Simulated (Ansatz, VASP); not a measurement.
# Two plane-wave programs on MgO

```
Mg O
1.0
     0.00000    6.38038    6.38038
     6.38038    0.00000    6.38038
     6.38038    6.38038    0.00000
Mg O
27 27
Direct
  0.99955 0.33338 0.33354
  0.99956 0.33339 0.66686
  0.99963 0.33340 0.00015
  0.99953 0.66676 0.33352
  0.99952 0.66679 0.66680
  0.99965 0.66666 0.00021
  0.99950 0.00011 0.33353
  0.99952 0.00004 0.66688
  0.99956 0.00008 0.00023
  0.33289 0.33342 0.33351
  0.33291 0.33345 0.66687
  0.33299 0.33338 0.00019
  0.33287 0.66677 0.33348
  0.33290 0.66674 0.66684
  0.33294 0.66674 0.00018
  0.33286 0.00006 0.33354
  0.33282 0.00008 0.66686
  0.33288 0.00004 0.00021
  0.66622 0.33350 0.33349
  0.66627 0.33346 0.66682
  0.66629 0.33346 0.00020
  0.66621 0.66678 0.33353
  0.66616 0.66675 0.66689
  0.66629 0.66680 0.00016
  0.66617 0.00014 0.33354
  0.66612 0.00016 0.66685
  0.66627 0.00008 0.00017
  0.16623 0.16669 0.16691
  0.16617 0.16672 0.50028
  0.16625 0.16669 0.83356
  0.16618 0.50008 0.16686
  0.16618 0.50006 0.50022
  0.16619 0.50005 0.83355
  0.16620 0.83341 0.16689
  0.16623 0.83337 0.50022
  0.16621 0.83336 0.83357
  0.49953 0.16670 0.16694
  0.49960 0.16667 0.50029
  0.49960 0.16667 0.83359
  0.49958 0.50002 0.16689
  0.49958 0.50004 0.50022
  0.49952 0.50000 0.83357
  0.49957 0.83335 0.16685
  0.49949 0.83339 0.50023
  0.49957 0.83334 0.83354
  0.83291 0.16673 0.16689
  0.83289 0.16666 0.50027
  0.83287 0.16671 0.83359
  0.83286 0.50001 0.16693
  0.83282 0.50002 0.50029
  0.83290 0.50001 0.83358
  0.83285 0.83334 0.16690
  0.83293 0.83337 0.50020
  0.83287 0.83334 0.83358
```

Alike in both runs: functional PBE; k mesh 2 × 2 × 2; occupations gaussian, width 0.02 eV; no spin polarisation.

Ansatz relaxed the structure, and its values are those at the end. VASP's run is a single point on that final structure, the one shown.

|  | VASP | Ansatz |
| --- | --- | --- |
| version | VASP 6.6.1 | Ansatz 0.2.0 |
| potentials or method | VASP PAW PBE potentials, release 64 (Mg, O), cutoff 520 eV | scalar-relativistic, plane waves, PAW |
| valence electrons in the cell | 216 | 432 |

```tsv
	VASP	Ansatz	Ansatz less VASP
gap on the k mesh at the Fermi level (eV)	4.44	4.46	+0.017
least direct gap on the mesh (eV)	4.44	4.46	+0.017
```

VASP's potentials hold 216 valence electrons a cell and Ansatz's 432, so a difference there can come from the potentials and not from the codes.

The k mesh is coarse, so the values compare programs but aren't converged.
